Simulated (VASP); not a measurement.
# CoO (F-43m) in VASP: further runs

The runs below take CoO through single point, with PBE.

All numbers are computed with VASP 6.6.1; they aren't measurements. Logs are shortened: lines on timing, memory, paths and dates and some standing lists are left out, and cuts for length are marked.

## 1. The cell of the first run

It takes space group F-43m (No. 216, cubic). Conventional cell: a = 4.362 Å, b = 4.362 Å, c = 4.362 Å, α = 90.00°, β = 90.00°, γ = 90.00°. Within 2.5 Å of Co (site symmetry -43m) lie 4 O at 1.89 Å. O (site symmetry -43m) has 4 Co at 1.89 Å within 2.5 Å.

## 2. Single point, PBE

Input file INCAR:

```
SYSTEM = CoO
PREC     = Accurate       ! precision mode
ENCUT    = 520            ! plane-wave cutoff, eV
EDIFF    = 1E-6           ! SCF threshold, eV
ISMEAR   = 0              ! smearing method
SIGMA    = 0.1            ! smearing width, eV
LREAL    = .FALSE.        ! projectors in reciprocal space
LASPH    = .TRUE.         ! aspherical terms in the spheres
NELM     = 60             ! most SCF steps
ALGO     = Normal         ! electronic algorithm
ISIF     = 2              ! what is computed and relaxed
LWAVE    = .FALSE.        ! write WAVECAR
LCHARG   = .TRUE.         ! write CHGCAR
GGA      = PE             ! functional
LELF     = .TRUE.         ! ELF
LVHAR    = .TRUE.       
NBANDS   = 14             ! bands
```

Input file KPOINTS:

```
regular mesh
0
G
  16 16 16
  0 0 0
```

Input file POSCAR:

```
CoO
1.0
    0.0000000000      2.1812499060      2.1812499060
    2.1812499060      0.0000000000      2.1812499060
    2.1812499060      2.1812499060      0.0000000000
Co O
1 1
Direct
    0.0000000000      0.0000000000      0.0000000000
    0.2500000000      0.2500000000      0.2500000000
```

Potentials or basis: VASP PAW PBE potentials, release 64 (Co, O).

On the command line:

```bash
cat potpaw_PBE.64/Co/POTCAR potpaw_PBE.64/O/POTCAR > POTCAR
mpirun -np 1 vasp_std > vasp.out
```

OUTCAR:

```text
SYSTEM = CoO
   PREC = Accurate
   ENCUT = 520
   EDIFF = 1E-6
   ISMEAR = 0
   LREAL = .FALSE.
   LASPH = .TRUE.
   NELM = 60
   ISIF = 2
   GGA = PE

 ion  position               nearest neighbor table
   1  0.000  0.000  0.000-   2 1.89   2 1.89   2 1.89   2 1.89
   2  0.250  0.250  0.250-   1 1.89   1 1.89   1 1.89   1 1.89

  LATTYP: Found a face centered cubic cell.
 ALAT       =     4.3624998120

  Lattice vectors:

 A1 = (   0.0000000000,   2.1812499060,   2.1812499060)
 A2 = (   2.1812499060,   0.0000000000,   2.1812499060)
 A3 = (   2.1812499060,   2.1812499060,   0.0000000000)

Analysis of symmetry for initial positions (statically):
=====================================================================
 Subroutine PRICEL returns:
 Original cell was already a primitive cell.

 Routine SETGRP: Setting up the symmetry group for a
 face centered cubic supercell.

 Subroutine GETGRP returns: Found 24 space group operations
 (whereof 24 operations were pure point group operations)
 out of a pool of 48 trial point group operations.

The static configuration has the point symmetry T_d .

Analysis of symmetry for dynamics (positions and initial velocities):
=====================================================================
 Subroutine PRICEL returns:
 Original cell was already a primitive cell.

 Routine SETGRP: Setting up the symmetry group for a
 face centered cubic supercell.

 Subroutine GETGRP returns: Found 24 space group operations
 (whereof 24 operations were pure point group operations)
 out of a pool of 48 trial point group operations.

The dynamic configuration has the point symmetry T_d .

 Subroutine INISYM returns: Found 24 space group operations
 (whereof 24 operations are pure point group operations),
 and found     1 'primitive' translations

----------------------------------------------------------------------------------------

                                     Primitive cell

  volume of cell :      20.7561

  direct lattice vectors                    reciprocal lattice vectors
     0.000000000  2.181249906  2.181249906    -0.229226371  0.229226371  0.229226371
     2.181249906  0.000000000  2.181249906     0.229226371 -0.229226371  0.229226371
     2.181249906  2.181249906  0.000000000     0.229226371  0.229226371 -0.229226371

  length of vectors
     3.084753200  3.084753200  3.084753200     0.397031721  0.397031721  0.397031721

  position of ions in fractional coordinates (direct lattice)
     0.000000000  0.000000000  0.000000000
     0.250000000  0.250000000  0.250000000

  ion indices of the primitive-cell ions
   primitive index   ion index
                 1           1
                 2           2

----------------------------------------------------------------------------------------

 KPOINTS: regular mesh

Automatic generation of k-mesh.
 Grid dimensions read from file:
 generate k-points for:   16   16   16

 Generating k-lattice:

  Cartesian coordinates                     Fractional coordinates (reciprocal lattice)
    -0.014326648  0.014326648  0.014326648     0.062500000  0.000000000  0.000000000
     0.014326648 -0.014326648  0.014326648     0.000000000  0.062500000  0.000000000
     0.014326648  0.014326648 -0.014326648     0.000000000  0.000000000  0.062500000

  Length of vectors
     0.024814483  0.024814483  0.024814483

  Shift w.r.t. Gamma in fractional coordinates (k-lattice)
     0.000000000  0.000000000  0.000000000

 Subroutine IBZKPT returns following result:
 ===========================================

 Found    145 irreducible k-points:

 Following reciprocal coordinates:
            Coordinates               Weight
  0.000000  0.000000  0.000000      1.000000
  0.062500  0.000000  0.000000      8.000000
  0.125000  0.000000  0.000000      8.000000
  0.187500  0.000000  0.000000      8.000000
  0.250000  0.000000  0.000000      8.000000
  0.312500  0.000000  0.000000      8.000000
[... 16 lines left out ...]
 -0.125000  0.062500  0.000000     24.000000
 -0.062500  0.062500  0.000000     12.000000
 [... further k-points ...]
   k-points           NKPTS =    145   k-points in BZ     NKDIM =    145   number of bands    NBANDS=     14
   number of dos      NEDOS =    301   number of ions     NIONS =      2
   total plane-waves  NPLWV =  13824
   dimension x,y,z NGX =    24 NGY =   24 NGZ =   24
   dimension x,y,z NGXF=    48 NGYF=   48 NGZF=   48
   ions per type =               1   1
   NGX,Y,Z   is equivalent  to a cutoff of  12.93, 12.93, 12.93 a.u.
   NGXF,Y,Z  is equivalent  to a cutoff of  25.87, 25.87, 25.87 a.u.
 SYSTEM =  CoO
   PREC   = accura    normal or accurate (medium, high low for compatibility)
   ISTART =      0    job   : 0-new  1-cont  2-samecut
   ICHARG =      2    charge: 1-file 2-atom 10-const
   ISPIN  =      1    spin polarized calculation?
   LNONCOLLINEAR =      F non collinear calculations
   LSORBIT =      F    spin-orbit coupling
   LASPH  =      T    aspherical Exc in radial PAW
   ENCUT  =  520.0 eV  38.22 Ry    6.18 a.u.   5.74  5.74  5.74*2*pi/ulx,y,z
   NELM   =     60;   NELMIN=  2; NELMDL= -5     # of ELM steps
   EDIFF  = 0.1E-05   stopping-criterion for ELM
   LREAL  =      F    real-space projection
   EDIFFG = 0.1E-04   stopping-criterion for IOM
   NSW    =      0    number of steps for IOM
   IBRION =     -1    ionic relax: 0-MD 1-quasi-New 2-CG
   NFREE  =      0    steps in history (QN), initial steepest desc. (CG)
   ISIF   =      2    stress and relaxation
   ISYM   =      2    0-nonsym 1-usesym 2-fastsym
   POTIM  = 0.5000    time-step for ionic-motion
   TEBEG  =    0.0;   TEEND  =   0.0 temperature during run
   PSTRESS=    0.0 pullay stress
   NELECT =      15.0000    total number of electrons
   NUPDOWN=      -1.0000    fix difference up-down
   EMIN   =  10.00;   EMAX   =-10.00  energy-range for DOS
   EFERMI =   0.00;   METHOD = LEGACY
   ISMEAR =     0;   SIGMA  =   0.10  broadening in eV -4-tet -1-fermi 0-gaus
   EFERMI_NEDOS =   21; number of points for ismear=-14 and -15
   IALGO  =     38    algorithm
   IMIX   =      4    mixing-type and parameters
     AMIX     =   0.40;   BMIX     =  1.00
     AMIX_MAG =   1.60;   BMIX_MAG =  1.00
  volume/ion in A,a.u.               =      10.38        70.03
  Fermi-wavevector in a.u.,A,eV,Ry     =   1.469117  2.776229 29.365534  2.158306
  Thomas-Fermi vector in A             =   2.584533
   LORBIT       =      0    0 simple, 1 ext, 2 COOP (PROOUT), +10 PAW based schemes
   GGA     = PE    functional components
   LHFCALC =     F    Hartree Fock is set to
   AEXX    =    0.0000 exact exchange contribution
   IVDW    =     0    specifies the selected vdW correction
   LEPSILON=     F    determine dielectric tensor
   LRPA    =     F    only Hartree local field effects (RPA)
 non-spin polarized calculation
 Gauss-broadening in eV      SIGMA  =   0.10
  energy-cutoff  :      520.00
  volume of cell :       20.76
 maximum number of plane-waves:       568
   NGX = 11   NGY = 11   NGZ = 11

 number of electron      14.9999994 magnetization

 Free energy of the ion-electron system (eV)
  ---------------------------------------------------
  ext. energy  EPLUGINS =         0.00000000
  ---------------------------------------------------
  free energy    TOTEN  =       -13.09987364 eV

  energy without entropy =      -13.08581562  energy(sigma->0) =      -13.09284463

 E-fermi :   7.3983     XC(G=0): -11.7942

 val. band max:        7.3972811869   @ k =  -0.1875   0.2500   0.0625
 cond. band min:       7.4029523510   @ k =   0.5000   0.3750   0.0625
 fundamental gap:      0.0056711641
 Fermi energy:         7.3983372989

 k-point     1 :       0.0000    0.0000    0.0000
  band No.  band energies     occupation
      1     -13.7451      2.00000
      2       0.7900      2.00000
      3       0.7900      2.00000
      4       0.7900      2.00000
      5       5.8994      2.00000
      6       5.8994      2.00000
      7       7.6816      0.00006
      8       8.7842      0.00000
      9       8.7842      0.00000
     10       8.7842      0.00000
     11      22.3741      0.00000
     12      22.3741      0.00000
     13      22.3741      0.00000
     14      28.4611      0.00000

 k-point     2 :       0.0625    0.0000    0.0000
  band No.  band energies     occupation
      1     -13.7180      2.00000
      2       0.7083      2.00000
      3       0.8040      2.00000
      4       0.8040      2.00000
      5       5.8892      2.00000
      6       5.8892      2.00000
      7       7.8201      0.00000
      8       8.7433      0.00000
      9       8.7625      0.00000
     10       8.7625      0.00000
     11      21.9005      0.00000
     12      22.4227      0.00000
     13      22.4227      0.00000
     14      27.6832      0.00000

 k-point     3 :       0.1250    0.0000    0.0000
  band No.  band energies     occupation
      1     -13.6404      2.00000
      2       0.4970      2.00000
      3       0.8433      2.00000
      4       0.8433      2.00000
      5       5.8657      2.00000
      6       5.8657      2.00000
      7       8.0102      0.00000
      8       8.6962      0.00000
      9       8.6963      0.00000
     10       8.8187      0.00000
     11      20.7874      0.00000
     12      22.5308      0.00000
     13      22.5308      0.00000
     14      27.1390      0.00000
[... 324 lines left out ...]
 k-point    23 :      -0.1250    0.0625    0.0000
  band No.  band energies     occupation
      1     -13.5832      2.00000
      2       0.3679      2.00000
      3       0.8624      2.00000
      4       0.8734      2.00000
      5       5.7974      2.00000
      6       5.9048      2.00000
      7       8.0255      0.00000
      8       8.4657      0.00000
      9       8.7022      0.00000
     10       9.1046      0.00000
     11      20.3835      0.00000
     12      21.8688      0.00000
     13      22.9563      0.00000
     14      26.5887      0.00000

 k-point    24 :      -0.0625    0.0625    0.0000
  band No.  band energies     occupation
      1     -13.6741      2.00000
      2       0.5874      2.00000
      3       0.8238      2.00000
      4       0.8271      2.00000
      5       5.8453      2.00000
      6       5.9028      2.00000
      7       7.9930      0.00000
      8       8.6281      0.00000
      9       8.7572      0.00000
     10       8.7880      0.00000
     11      21.4275      0.00000
     12      22.0958      0.00000
     13      22.6744      0.00000
     14      27.1173      0.00000

 [... further k-points ...]
[... 5 lines left out ...]
  --------------------------------------------------------------------------------------
  -------------------------------------------------------------------------------------
  Total        0.0308668      0.0308668      0.0308668      0.0000000      0.0000000     -0.0000000
  in kB        2.3826277      2.3826277      2.3826277      0.0000000      0.0000000     -0.0000000
  external PRESSURE =       2.3826277 kB  Pullay stress =       0.0000000 kB

 VOLUME and BASIS-vectors are now :
 -----------------------------------------------------------------------------
  energy-cutoff  :      520.00
  volume of cell :       20.76
      direct lattice vectors                 reciprocal lattice vectors
     0.000000000  2.181249906  2.181249906    -0.229226371  0.229226371  0.229226371
     2.181249906  0.000000000  2.181249906     0.229226371 -0.229226371  0.229226371
     2.181249906  2.181249906  0.000000000     0.229226371  0.229226371 -0.229226371

 POSITION                                       TOTAL-FORCE (eV/Angst)
 -----------------------------------------------------------------------------------
      0.00000      0.00000      0.00000         0.000000      0.000000      0.000000
      1.09062      1.09062      1.09062        -0.000000     -0.000000     -0.000000
 -----------------------------------------------------------------------------------
    total drift:                               -0.000000     -0.000000     -0.000000

  FREE ENERGIE OF THE ION-ELECTRON SYSTEM (eV)
  ---------------------------------------------------
  free  energy   TOTEN  =       -13.0998736420 eV

  energy  without entropy=      -13.0858156216  energy(sigma->0) =      -13.09284463
```

It took 13 s on 1 thread of Intel Xeon 6975P-C (Granite Rapids), shared host; peak memory 0.17 GiB.

Results:

- Free energy: -13.0999 eV
- Pressure: 0.2 GPa

Caveat: an odd number of electrons without spin polarisation forces a metal; a magnetic or distorted state may lie lower; the run has no spin polarisation, though such a crystal can be magnetic; semilocal functionals often make such compounds metallic where correlation or magnetic order opens a gap, which also shifts bond lengths. Spin polarisation is off, so any magnetic state and its effect on volume and gap are missing.

## 3. Single point, PBE

This run uses another cell than the first one, of 11.39 Å³/atom, 1.098 times its volume.

Input file INCAR:

```
ALGO     = Normal         # electronic algorithm
EDIFF    = 1E-6           # SCF threshold, eV
ENCUT    = 520            # plane-wave cutoff, eV
GGA      = PE             # functional
ISIF     = 2              # what is computed and relaxed
ISMEAR   = 0              # smearing method
LASPH    = T              # aspherical terms in the spheres
LCHARG   = F              # write CHGCAR
LREAL    = F              # projectors in reciprocal space
LWAVE    = F              # write WAVECAR
NBANDS   = 14             # bands
NELM     = 100            # most SCF steps
PREC     = Accurate       # precision mode
SIGMA    = 0.1            # smearing width, eV
```

Input file KPOINTS:

```
k-points
0
Gamma
  16 16 16
```

Input file POSCAR:

```
CoO
1.0
    0.0000000000      2.2499728228      2.2499728228
    2.2499728228      0.0000000000      2.2499728228
    2.2499728228      2.2499728228      0.0000000000
Co O
1 1
Direct
    0.0000000000      0.0000000000      0.0000000000
    0.2500000000      0.2500000000      0.2500000000
```

Potentials or basis: VASP PAW PBE potentials, release 64 (Co, O).

On the command line:

```bash
cat potpaw_PBE.64/Co/POTCAR potpaw_PBE.64/O/POTCAR > POTCAR
mpirun -np 1 vasp_std > vasp.out
```

Wall time 13 s (1 thread of Intel Xeon 6975P-C (Granite Rapids), shared host); peak memory 0.17 GiB.

The run converged. Its results:

* Free energy: -13.0062 eV
* Pressure: -13.9 GPa

Levels at points of the mesh, in eV from the Fermi level:
```csv
k point,band 4,band 5,band 6,band 7,band 8,band 9,band 10,band 11
"(0.00, 0.00, 0.00)",-5.92,-1.28,-1.28,0.20,1.23,1.23,1.23,14.34
"(0.50, 0.00, 0.00)",-5.65,-1.12,-1.12,-1.12,0.40,0.40,5.80,7.06
"(0.50, 0.50, 0.00)",-5.34,-1.94,-0.92,-0.77,-0.45,-0.45,5.57,10.00
```

Caveat: an odd number of electrons without spin polarisation forces a metal; a magnetic or distorted state may lie lower; the run has no spin polarisation, though such a crystal can be magnetic; semilocal functionals often make such compounds metallic where correlation or magnetic order opens a gap, which also shifts bond lengths.
